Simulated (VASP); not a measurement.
**Zn4Se3S: single point with PBE**

Zn4Se3S:

```
CELL_PARAMETERS angstrom
3.99922 0.00000 0.00000
-1.99961 3.46343 0.00000
0.00000 0.00000 13.10579
ATOMIC_POSITIONS crystal
Zn 0.00000 0.00000 0.00805
Zn 0.00000 0.00000 0.49785
Zn 0.33333 0.66667 0.24228
Zn 0.66667 0.33333 0.75262
Se 0.00000 0.00000 0.68684
Se 0.33333 0.66667 0.43233
Se 0.66667 0.33333 0.94206
S 0.00000 0.00000 0.18797
```

```yaml
Program: VASP 6.6.1
Task: single point
Functional: PBE
Potentials_or_basis: VASP PAW PBE potentials, release 64 (Zn, Se, S)
Cutoff: 520 eV
k_mesh: 6 × 6 × 1
Occupations: gaussian, width 0.1 eV
Spin: no spin polarisation
```

| Item | Value |
| --- | --- |
| Pressure | 0.2 GPa |
| Largest force | 0.023 eV/Å |
| Band gap on the k mesh | 1.23 eV |

Forces in eV/Å, atoms in the order of the input:
```
Zn   0.000  0.000  0.023
Zn   0.000  0.000  0.014
Zn   0.000  0.000  0.000
Zn   0.000  0.000  0.006
Se   0.000  0.000 -0.013
Se   0.000  0.000 -0.012
Se   0.000  0.000 -0.006
S    0.000  0.000 -0.011
```

Stress tensor (GPa, compression positive):
```
0.23 0.00 0.00
0.00 0.23 0.00
0.00 0.00 0.11
```

Levels at points of the mesh, in eV from the valence-band top:
```
           k point  band 33  band 34  band 35  band 36  band 37  band 38  band 39  band 40
(0.00, 0.00, 0.00)    -0.37    -0.17     0.00     0.00     1.23     2.40     2.72     2.93
(0.50, 0.00, 0.00)    -1.69    -1.46    -1.12    -0.88     2.65     2.80     3.19     3.81
```

It took 42 s on 1 thread of Intel(R) Xeon(R) 6975P-C (Granite Rapids), on a shared host, peak memory 0.3 GiB.

Caveat: the k points lie up to 0.48 Å⁻¹ apart.
